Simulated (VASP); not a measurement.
Write the native input for VASP 6.6.1 that does the following.

- Task: single point
- Functional: PBEsol
- Potentials or basis: VASP PAW PBE potentials, release 64 (Sn_d, O)
- Cutoff: 600 eV
- k mesh: 6 × 6 × 6
- Occupations: fermi-dirac, width 0.05 eV
- Spin: no spin polarisation
- Dipole correction: no
- Further INCAR settings: ALGO = Normal; EDIFF = 1e-06; NBANDS = 64

The structure of SnO2 lies in POSCAR:

```
SnO2
1.0
   -3.2049876039      3.3683228566      3.3678799249
    3.2049876039     -3.3683228566      3.3678799249
    3.2049876039      3.3683228566     -3.3678799249
Sn O
4 8
Direct
    0.5000000000      0.0000000000      0.0000000000
    0.5000000000      0.5000000000      0.5000000000
    0.0035990000      0.7535990000      0.2500000000
    0.9964010000      0.2464010000      0.7500000000
    0.8064960000      0.8037740000      0.4972780000
    0.8064960000      0.3092180000      0.0027220000
    0.3024350000      0.2459400000      0.0564950000
    0.6894450000      0.2459400000      0.4435050000
    0.3105550000      0.7540600000      0.5564950000
    0.1935040000      0.6907820000      0.9972780000
    0.6975650000      0.7540600000      0.9435050000
    0.1935040000      0.1962260000      0.5027220000
```

The input as run:

INCAR

```
ALGO = Normal
EDIFF = 1E-6
ENCUT = 600
GGA = PS
GGA_COMPAT = F
ISIF = 2
ISMEAR = -1
LASPH = T
LCHARG = F
LREAL = F
LWAVE = F
NBANDS = 64
NELM = 120
PREC = Accurate
SIGMA = 0.05
```

KPOINTS

```
k-points
0
Gamma
  6 6 6
```

Potentials or basis: VASP PAW PBE potentials, release 64 (Sn_d, O).

Launch:

```console
$ cat potpaw_PBE.64/Sn_d/POTCAR potpaw_PBE.64/O/POTCAR > POTCAR
$ mpirun -np 1 vasp_std > vasp.out
```

Results of the run:

```json
{
  "Pressure": "1.5 GPa",
  "Largest force": "0.070 eV/Å",
  "Band gap on the k mesh": "0.98 eV"
}
```

Caveat: the PAW data sets were made with another functional, which shifts forces and pressure a little; spin-orbit coupling is left out, which moves the levels of the heavy elements.

Wall time 5.5 min on 1 thread of Intel(R) Xeon(R) 6975P-C (Granite Rapids), on a shared host, peak memory 0.54 GiB.
